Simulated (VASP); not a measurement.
Set up this calculation in VASP 6.6.1, as the native input.

```
Task                   : single point
Functional             : PBE
Potentials or basis    : VASP PAW PBE potentials, release 64 (K_sv, Ho_3, C), 4f in core
Cutoff                 : 600 eV
k mesh                 : 12 × 12 × 8
Occupations            : gaussian, width 0.1 eV
Spin                   : no spin polarisation
Dipole correction      : no
Mended                 : yes
Further INCAR settings : ALGO = Normal; EDIFF = 1e-06; NBANDS = 18
```

The structure of KHoC lies in POSCAR:

```
KHoC
1.0
    4.0077843141      0.0000000000      0.0000000000
   -2.0038921571      3.4708430289      0.0000000000
    0.0000000000      0.0000000000      6.1881541423
K Ho C
1 1 1
Direct
    0.0000000000      0.0000000000      0.0000000000
    0.6666666667      0.3333333333      0.5000000000
    0.3333333333      0.6666666667      0.5000000000
```

The input as run:

INCAR

```
SYSTEM = KHoC
  ALGO = Normal
  EDIFF = 1E-6
  ENCUT = 600
  GGA = PE
  GGA_COMPAT = .False.
  ISIF = 2
  ISMEAR = 0
  LASPH = .True.
  LCHARG = .True.
  LELF = .True.
  LMAXMIX = 6
  LREAL = .False.
  LVHAR = .True.
  LWAVE = .False.
  NBANDS = 18
  NELM = 200
  PREC = Accurate
  SIGMA = 0.1
```

KPOINTS

```
k-points
0
Gamma
  12 12 8
  0 0 0
```

Potentials or basis: VASP PAW PBE potentials, release 64 (K_sv, Ho_3, C), 4f in core.

The run is started by

```sh
$ cat potpaw_PBE.64/K_sv/POTCAR potpaw_PBE.64/Ho_3/POTCAR potpaw_PBE.64/C/POTCAR > POTCAR
$ mpirun -np 1 vasp_std > vasp.out
```

Results of the run:

```json
{
  "Pressure": "0.3 GPa",
  "Band gap on the k mesh": "zero (bands 11 and 12 overlap by 1.28 eV)"
}
```

Caveat: spin-orbit coupling is left out, which moves the levels of the heavy elements; the 4f electrons are frozen in the core, so they carry no moment and show no levels.

It took 68 s on 1 thread of Intel(R) Xeon(R) 6975P-C (Granite Rapids), with other jobs on the host, peak memory 0.37 GiB.
